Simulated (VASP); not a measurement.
Set up this calculation in VASP 6.6.1, as the native input.

* Task: single point
* Functional: PBE
* Potentials or basis: VASP PAW PBE potentials, release 64 (Zr_sv, B)
* Cutoff: 500 eV
* k mesh: 6 × 6 × 4
* Occupations: gaussian, width 0.1 eV
* Spin: no spin polarisation
* Dipole correction: no
* Further INCAR settings: ALGO = Normal; EDIFF = 1e-06; NBANDS = 31

The structure of ZrB3 lies in POSCAR:

```
ZrB3
1.0
    3.5795750349      0.0000000000      0.0000000000
   -1.7897875175      3.1000029150      0.0000000000
    0.0000000000      0.0000000000      7.1664553080
Zr B
2 6
Direct
    0.0000000000      0.0000000000      0.0000000000
    0.0000000000      0.0000000000      0.5000000000
    0.5000000105      0.5000000105      0.2500000000
    0.0000000000      0.5000000105      0.7500000000
    0.4999999895      0.0000000000      0.2500000000
    0.4999999895      0.4999999895      0.7500000000
    0.0000000000      0.4999999895      0.2500000000
    0.5000000105      0.0000000000      0.7500000000
```

These files were run (other wordings do the same):

INCAR

```
SYSTEM = ZrB3
PREC = Accurate ; ENCUT = 500
EDIFF = 1E-6 ; ISMEAR = 0
SIGMA = 0.1 ; LREAL = .False.
LASPH = .True. ; NELM = 120
ALGO = Normal ; ISIF = 2
LWAVE = .False. ; LCHARG = .True.
GGA = PE ; LELF = .True.
LVHAR = .True. ; NBANDS = 31
GGA_COMPAT = .False.
```

KPOINTS

```
Automatic mesh
0
Gamma
  6 6 4
  0 0 0
```

Potentials or basis: VASP PAW PBE potentials, release 64 (Zr_sv, B).

Run with:

```sh
$ cat potpaw_PBE.64/Zr_sv/POTCAR potpaw_PBE.64/B/POTCAR > POTCAR
$ mpirun -np 1 vasp_std > vasp.out
```

It gave:

```json
{
 "Pressure": "0.1 GPa",
 "Band gap on the k mesh": "zero (bands 21 and 22 overlap by 3.28 eV)"
}
```

It took 28 s on 1 thread of Intel(R) Xeon(R) 6975P-C (Granite Rapids), on a shared host, peak memory 0.21 GiB.
